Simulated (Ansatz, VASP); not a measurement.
**Two plane-wave programs on SiC**

```
CELL_PARAMETERS angstrom
1.50749 -2.61305 0.00000
1.50749 2.61305 0.00000
0.00000 0.00000 14.81320
ATOMIC_POSITIONS crystal
Si 0.16666 0.83334 0.85772
Si 0.83334 0.16666 0.35772
Si 0.50014 0.49986 0.52453
Si 0.49986 0.50014 0.02453
Si 0.83346 0.16654 0.69121
Si 0.16654 0.83346 0.19121
C 0.50020 0.49980 0.64981
C 0.49980 0.50020 0.14981
C 0.16660 0.83340 0.98269
C 0.83340 0.16660 0.48269
C 0.83340 0.16660 0.81618
C 0.16660 0.83340 0.31618
```

Change from the starting cell: volume scaled by 0.94, ions relaxed.

Alike in both runs: functional PBE; k mesh 16 × 16 × 3; occupations fermi-dirac, width 0.02 eV; no spin polarisation.

Ansatz relaxed the structure, and its values are those at the end. VASP's run is a single point on that final structure, the one shown.

|  | VASP | Ansatz |
| --- | --- | --- |
| version | VASP 6.6.1 | Ansatz 0.2.0 |
| potentials or method | VASP PAW PBE potentials, release 64 (Si, C) | plane-wave PAW, scalar-relativistic |
| plane-wave cutoff (eV) | 520 | 420 |
| valence electrons in the cell | 48 | 48 |

VASP gave:

- gap on the k mesh at the Fermi level (eV): 2.00
- pressure (GPa): 18.8
- rms of the force components (eV/Å): 0.003

What did Ansatz give for the same quantities?

gap on the k mesh at the Fermi level (eV): 2.00; pressure (GPa): 18.9; rms of the force components (eV/Å): 0.003.

Ansatz's warnings: stress scf threshold loose.
